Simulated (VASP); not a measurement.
Wanted: the native input for a VASP 6.6.1 run.

| Quantity | Value |
| --- | --- |
| Task | relaxation of cell and atoms |
| Functional | LDA |
| Potentials or basis | VASP PAW LDA potentials, release 64 (B, N) |
| Cutoff | 600 eV |
| k mesh | 12 × 12 × 12 |
| Occupations | gaussian, width 0.02 eV |
| Spin | no spin polarisation |
| Dipole correction | no |
| Further INCAR settings | ALGO = Normal; EDIFF = 1e-07; IBRION = 2; EDIFFG = -0.002; NSW = 100; ISIF = 3 |

The structure of BN lies in POSCAR:

```
BN
1.0
    0.0000000000      3.4953158300      2.1660912400
    1.2516321000      0.0000000000      2.1660912400
    1.2516321000      3.4953158300      0.0000000000
B N
1 1
Direct
    0.0000486500      0.0000486500      0.9999513500
    0.6666513400      0.6666513400      0.3333486600
```

The input as run:

INCAR

```
PREC = Accurate ; ENCUT = 600
EDIFF = 1E-7 ; ISMEAR = 0
SIGMA = 0.02 ; LREAL = F
LASPH = T ; NELM = 120
ALGO = Normal ; ISIF = 3
LWAVE = F ; LCHARG = F
IBRION = 2 ; NSW = 100
EDIFFG = -0.002 ; GGA_COMPAT = F
NELMIN = 4
```

KPOINTS

```
regular mesh
0
Gamma
  12 12 12
```

Potentials or basis: VASP PAW LDA potentials, release 64 (B, N).

Run with:

```bash
$ cat potpaw_LDA.64/B/POTCAR potpaw_LDA.64/N/POTCAR > POTCAR
$ mpirun -np 1 vasp_std > vasp.out
```

Results of the run:

* Relaxed volume: 8.71 Å³/atom
* Relaxed cell: a = 3.895 Å, b = 2.488 Å, c = 3.476 Å, α = 79.66°, β = 38.94°, γ = 61.40°
* Space group after relaxing (to 0.1 Å): Fmm2 (No. 42)
* Energy gained by relaxing: 5.1 meV/atom
* Ionic steps: 26
* Pressure after relaxing: 0.0 GPa
* Band gap on the k mesh: 3.31 eV (least direct gap 4.43 eV)

Run time: 5.8 min on 1 thread of AMD EPYC 9R45 96-Core Processor (Zen 5), with other jobs on the host, peak memory 0.15 GiB.
